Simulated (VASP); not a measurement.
Here is a VASP 6.6.1 calculation.

Contents of INCAR:

```
PREC = Accurate
ENCUT = 520
EDIFF = 1E-8
ISMEAR = -1
SIGMA = 0.03
LREAL = F
LASPH = T
NELM = 80
ALGO = Normal
ISIF = 2
LWAVE = F
LCHARG = F
LEFG = T
NBANDS = 16
```

File KPOINTS:

```
regular mesh
0
Gamma
  8 8 8
```

POSCAR

```
ZnSe
1.0
    0.0000000000      2.8525674344      2.8525674344
    2.8525674344      0.0000000000      2.8525674344
    2.8525674344      2.8525674344      0.0000000000
Zn Se
1 1
Direct
    0.0000000000      0.0000000000      0.0000000000
    0.7500000000      0.7500000000      0.7500000000
```

Potentials or basis: VASP PAW LDA potentials, release 64 (Zn, Se).

Launch:

```bash
$ cat potpaw_LDA.64/Zn/POTCAR potpaw_LDA.64/Se/POTCAR > POTCAR
$ mpirun -np 1 vasp_std > vasp.out
```

What does it give for the pressure?

-4.2 GPa.

What does it give for the band gap on the k mesh?

0.99 eV.

Caveat: the cell stands under tension.
